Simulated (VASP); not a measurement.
# ZrS2 (P-3m1) in VASP: single point with HSE06

Aim: the single point of ZrS2 with HSE06.

All numbers are computed with VASP 6.6.1; they aren't measurements. Logs are shortened: lines on timing, memory, paths and dates and some standing lists are left out, and cuts for length are marked.

### 1 The cell of the first run

It takes space group P-3m1 (No. 164, trigonal). Conventional cell: a = 3.674 Å, b = 3.674 Å, c = 5.659 Å, α = 90.00°, β = 90.00°, γ = 120.00°. Within 3.4 Å of Zr (site symmetry -3m) lie 6 S at 2.56 Å. Within 3.7 Å of S (site symmetry 3m) lie 3 Zr at 2.56 Å and 12 S at 3.50 to 3.67 Å.

### 2 Single point, HSE06 (uniaxial z strain -3.4%)

File POSCAR:

```
ZrS2
1.0
    3.6743990828      0.0000000000      0.0000000000
   -1.8371995414      3.1821229494      0.0000000000
    0.0000000000      0.0000000000      5.6588945016
Zr S
1 2
Direct
    0.0000000000      0.0000000000      0.0000000000
    0.3333333333      0.6666666667      0.2535324391
    0.6666666667      0.3333333333      0.7464675609
```

File INCAR.step1:

```
SYSTEM = ZrS2
PREC     = Accurate       ! precision mode
ENCUT    = 400            ! plane-wave cutoff, eV
EDIFF    = 1E-5           ! SCF threshold, eV
ISMEAR   = 0              ! smearing method
SIGMA    = 0.01           ! smearing width, eV
LREAL    = .False.        ! projectors in reciprocal space
LASPH    = .True.         ! aspherical terms in the spheres
NELM     = 120            ! most SCF steps
ALGO     = Normal         ! electronic algorithm
ISIF     = 2              ! what is computed and relaxed
LWAVE    = .True.         ! write WAVECAR
LCHARG   = .False.        ! write CHGCAR
GGA      = PE             ! functional
NBANDS   = 19             ! bands
GGA_COMPAT= .False.
```

File INCAR.step2:

```
SYSTEM = ZrS2
PREC     = Accurate       ! precision mode
ENCUT    = 400            ! plane-wave cutoff, eV
EDIFF    = 1E-6           ! SCF threshold, eV
ISMEAR   = 0              ! smearing method
SIGMA    = 0.01           ! smearing width, eV
LREAL    = .False.        ! projectors in reciprocal space
LASPH    = .True.         ! aspherical terms in the spheres
NELM     = 120            ! most SCF steps
ALGO     = Normal         ! electronic algorithm
ISIF     = 2              ! what is computed and relaxed
LWAVE    = .False.        ! write WAVECAR
LCHARG   = .False.        ! write CHGCAR
GGA      = PE             ! functional
LHFCALC  = .True.         ! exact exchange
HFSCREEN = 0.2079         ! screening, 1/A
PRECFOCK = Normal       
ISTART   = 1            
NBANDS   = 19             ! bands
GGA_COMPAT= .False.
```

File KPOINTS:

```
Automatic mesh
0
Gamma
  6 6 4
  0 0 0
```

Potentials or basis: VASP PAW PBE potentials, release 64 (Zr_sv, S).

The run is started by

```sh
cat potpaw_PBE.64/Zr_sv/POTCAR potpaw_PBE.64/S/POTCAR > POTCAR
cp INCAR.step1 INCAR
mpirun -np 1 vasp_std > vasp.out
cp INCAR.step2 INCAR
mpirun -np 1 vasp_std > vasp.out
```

OUTCAR:

```text
SYSTEM = ZrS2
   PREC = Accurate
   ENCUT = 400
   EDIFF = 1E-6
   ISMEAR = 0
   LREAL = .False.
   LASPH = .True.
   NELM = 120
   ISIF = 2
   GGA = PE
   LHFCALC = .True.
   HFSCREEN = 0.2079
   PRECFOCK = Normal
   ISTART = 1

 ion  position               nearest neighbor table
   1  0.000  0.000  0.000-   2 2.56   3 2.56   3 2.56   2 2.56   3 2.56   2 2.56
   2  0.333  0.667  0.254-   1 2.56   1 2.56   1 2.56
   3  0.667  0.333  0.746-   1 2.56   1 2.56   1 2.56

  LATTYP: Found a hexagonal cell.
 ALAT       =     3.6743990828
 C/A-ratio  =     1.5400870657

  Lattice vectors:

 A1 = (   3.6743990828,   0.0000000000,   0.0000000000)
 A2 = (  -1.8371995414,   3.1821229494,   0.0000000000)
 A3 = (   0.0000000000,   0.0000000000,   5.6588945016)

Analysis of symmetry for initial positions (statically):
=====================================================================
 Subroutine PRICEL returns:
 Original cell was already a primitive cell.

 Routine SETGRP: Setting up the symmetry group for a
 hexagonal supercell.

 Subroutine GETGRP returns: Found 12 space group operations
 (whereof 12 operations were pure point group operations)
 out of a pool of 24 trial point group operations.

The static configuration has the point symmetry D_3d.

Analysis of symmetry for dynamics (positions and initial velocities):
=====================================================================
 Subroutine PRICEL returns:
 Original cell was already a primitive cell.

 Routine SETGRP: Setting up the symmetry group for a
 hexagonal supercell.

 Subroutine GETGRP returns: Found 12 space group operations
 (whereof 12 operations were pure point group operations)
 out of a pool of 24 trial point group operations.

The dynamic configuration has the point symmetry D_3d.

 Subroutine INISYM returns: Found 12 space group operations
 (whereof 12 operations are pure point group operations),
 and found     1 'primitive' translations

----------------------------------------------------------------------------------------

                                     Primitive cell

  volume of cell :      66.1660

[... 89 lines left out ...]
   EDIFF  = 0.1E-05   stopping-criterion for ELM
   LREAL  =      F    real-space projection
   EDIFFG = 0.1E-04   stopping-criterion for IOM
   NSW    =      0    number of steps for IOM
   IBRION =     -1    ionic relax: 0-MD 1-quasi-New 2-CG
   NFREE  =      0    steps in history (QN), initial steepest desc. (CG)
   ISIF   =      2    stress and relaxation
   ISYM   =      3    0-nonsym 1-usesym 2-fastsym
   POTIM  = 0.5000    time-step for ionic-motion
   TEBEG  =    0.0;   TEEND  =   0.0 temperature during run
   PSTRESS=    0.0 pullay stress
   NELECT =      24.0000    total number of electrons
   NUPDOWN=      -1.0000    fix difference up-down
   EMIN   =  10.00;   EMAX   =-10.00  energy-range for DOS
   EFERMI =   0.00;   METHOD = LEGACY
   ISMEAR =     0;   SIGMA  =   0.01  broadening in eV -4-tet -1-fermi 0-gaus
   EFERMI_NEDOS =   21; number of points for ismear=-14 and -15
   IALGO  =     38    algorithm
   IMIX   =      1    mixing-type and parameters
     AMIX     =   0.40;   BMIX     =  1.00
     AMIX_MAG =   1.60;   BMIX_MAG =  1.00
  volume/ion in A,a.u.               =      22.06       148.84
  Fermi-wavevector in a.u.,A,eV,Ry     =   1.167527  2.206306 18.546366  1.363119
  Thomas-Fermi vector in A             =   2.304026
   LORBIT       =      0    0 simple, 1 ext, 2 COOP (PROOUT), +10 PAW based schemes
   GGA     = PE    functional components
   LHFCALC =     T    Hartree Fock is set to
   PRECFOCK=normal    Normal, Fast or Accurate (Low or Medium for compatibility)
   ENCUT4O =  -1.0   cutoff for four orbital integrals eV
   NKREDX  =     1    reduce k-point grid by
   NKREDY  =     1    reduce k-point grid by
   NKREDZ  =     1    reduce k-point grid by
   AEXX    =    0.2500 exact exchange contribution
   HFSCREEN=    0.2079 screening length (either q_TF or 0.3 A-1)
   HFSCREENC=   0.2079 screening length for correlation (either q_TF or 0.3 A-1)
   ENCUTFOCK=  -1.0 apply spherical cutoff to Coloumb kernel
   IVDW    =     0    specifies the selected vdW correction
   LEPSILON=     F    determine dielectric tensor
   LRPA    =     F    only Hartree local field effects (RPA)
 non-spin polarized calculation
 Gauss-broadening in eV      SIGMA  =   0.01
  energy-cutoff  :      400.00
  volume of cell :       66.17
 maximum number of plane-waves:      1224
  NGX = 18; NGY = 18; NGZ = 28

 number of electron      24.0000004 magnetization

 Free energy of the ion-electron system (eV)
  ---------------------------------------------------
  ext. energy  EPLUGINS =         0.00000000
  ---------------------------------------------------
  free energy    TOTEN  =       -25.38485369 eV

  energy without entropy =      -25.38485369  energy(sigma->0) =      -25.38485369

 E-fermi :   4.9387     XC(G=0):  -8.1073

 val. band max:        4.7514535129   @ k =   0.0000   0.0000   0.0000
 cond. band min:       6.2275316415   @ k =   0.5000   0.0000   0.5000
 fundamental gap:      1.4760781286
 Fermi energy:         4.9387097156

 k-point     1 :       0.0000    0.0000    0.0000
  band No.  band energies     occupation
      1     -47.9313      2.00000
      2     -24.6118      2.00000
      3     -24.4272      2.00000
      4     -24.4272      2.00000
      5      -9.7013      2.00000
      6      -7.8603      2.00000
[... 505 lines left out ...]
      6      -8.1838      2.00000
[... 11 lines left out ...]
     18      13.7157      0.00000
     19      14.3275      0.00000

------------------------ aborting loop because EDIFF is reached ----------------------------------------

  FORCE on cell =-STRESS in cart. coord.  units (eV):
  Direction    XX          YY          ZZ          XY          YZ          ZX
  --------------------------------------------------------------------------------------
  -------------------------------------------------------------------------------------
  Total        0.0562056      0.0562056      0.8236609      0.0000000     -0.0000000      0.0000000
  in kB        1.3609906      1.3609906     19.9445462      0.0000000     -0.0000000      0.0000000
  external PRESSURE =       7.5555092 kB  Pullay stress =       0.0000000 kB

 VOLUME and BASIS-vectors are now :
 -----------------------------------------------------------------------------
  energy-cutoff  :      400.00
  volume of cell :       66.17
      direct lattice vectors                 reciprocal lattice vectors
     3.674399083  0.000000000  0.000000000     0.272153345  0.157127807  0.000000000
    -1.837199541  3.182122949  0.000000000     0.000000000  0.314255614  0.000000000
     0.000000000  0.000000000  5.658894502     0.000000000  0.000000000  0.176712960

 POSITION                                       TOTAL-FORCE (eV/Angst)
 -----------------------------------------------------------------------------------
      0.00000      0.00000      0.00000         0.000000      0.000000      0.000000
     -0.00000      2.12142      1.43471        -0.000000      0.000000     -0.180899
      1.83720      1.06071      4.22418         0.000000     -0.000000      0.180899
 -----------------------------------------------------------------------------------
    total drift:                               -0.000000     -0.000000     -0.000001

  FREE ENERGIE OF THE ION-ELECTRON SYSTEM (eV)
  ---------------------------------------------------
  free  energy   TOTEN  =       -25.3848536863 eV

  energy  without entropy=      -25.3848536863  energy(sigma->0) =      -25.38485369
```

Wall time 1.8 h (1 thread of Intel Xeon 8259CL, shared host); peak memory 0.28 GiB.

What came out:

```
Free energy            : -25.3849 eV
Pressure               : 0.8 GPa
Largest force          : 0.181 eV/Å
Band gap on the k mesh : 1.48 eV (least direct gap 2.17 eV)
```

Forces in eV/Å, atoms in the order of the input:
```
Zr   0.000  0.000  0.000
S    0.000  0.000 -0.181
S    0.000  0.000  0.181
```

Levels at points of the mesh, in eV from the valence-band top:
```
           k point  band 9  band 10  band 11  band 12  band 13  band 14  band 15  band 16
(0.00, 0.00, 0.00)   -3.48    -0.40    -0.40     0.00     2.17     2.17     3.12     5.55
(0.50, 0.00, 0.00)   -3.04    -3.00    -2.48    -1.81     1.61     4.06     4.34     6.66
(0.00, 0.00, 0.50)   -3.41    -2.32    -0.62    -0.62     2.11     2.11     3.43     6.16
(0.50, 0.00, 0.50)   -3.30    -2.73    -1.38    -1.00     1.48     4.03     4.36     5.93
```

Caveat: the cell differs from its parent crystal (uniaxial z strain -3.4%); the PAW data sets were made with another functional, which shifts forces and pressure a little. A k mesh can miss the band edges.
